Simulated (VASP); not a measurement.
A run of VASP 6.6.1:

File POSCAR:

```
BiMo
1.0
    0.0000000000      2.7892157568      2.7892157568
    2.7892157568      0.0000000000      2.7892157568
    2.7892157568      2.7892157568      0.0000000000
Mo Bi
1 1
Direct
    0.5000000000      0.5000000000      0.5000000000
    0.0000000000      0.0000000000      0.0000000000
```

The input INCAR.step1:

```
SYSTEM = BiMo
ALGO     = Normal         ! electronic algorithm
EDIFF    = 1E-4           ! SCF threshold, eV
ENCUT    = 520            ! plane-wave cutoff, eV
GGA      = PE             ! functional
ISMEAR   = 0              ! smearing method
LASPH    = .True.         ! aspherical terms in the spheres
LCHARG   = .False.        ! write CHGCAR
LREAL    = .False.        ! projectors in reciprocal space
LWAVE    = .True.         ! write WAVECAR
NBANDS   = 22             ! bands
NELM     = 80             ! most SCF steps
PREC     = Accurate       ! precision mode
SIGMA    = 0.05           ! smearing width, eV
```

The input INCAR.step2:

```
SYSTEM = BiMo
ALGO     = Normal         ! electronic algorithm
EDIFF    = 1E-6           ! SCF threshold, eV
ENCUT    = 520            ! plane-wave cutoff, eV
ISIF     = 2              ! what is computed and relaxed
ISMEAR   = 0              ! smearing method
ISTART   = 1            
LASPH    = .True.         ! aspherical terms in the spheres
LCHARG   = .False.        ! write CHGCAR
LMIXTAU  = .True.       
LREAL    = .False.        ! projectors in reciprocal space
LWAVE    = .False.        ! write WAVECAR
METAGGA  = R2SCAN         ! meta-GGA
NBANDS   = 22             ! bands
NELM     = 80             ! most SCF steps
PREC     = Accurate       ! precision mode
SIGMA    = 0.05           ! smearing width, eV
```

Contents of KPOINTS:

```
k-points
0
Gamma
  10 10 10
  0 0 0
```

Potentials or basis: VASP PAW PBE potentials, release 64 (Mo_sv, Bi_d).

Run with:

```sh
$ cat potpaw_PBE.64/Mo_sv/POTCAR potpaw_PBE.64/Bi_d/POTCAR > POTCAR
$ cp INCAR.step1 INCAR
$ mpirun -np 1 vasp_std > vasp.out
$ cp INCAR.step2 INCAR
$ mpirun -np 1 vasp_std > vasp.out
```

Hardware: 1 thread of Intel(R) Xeon(R) 6975P-C (Granite Rapids), on a shared host.

Estimate the wall time of this run.

It took 77 s on 1 thread of Intel(R) Xeon(R) 6975P-C (Granite Rapids) (shared host), peak memory 0.19 GiB. Counts: k points 47.
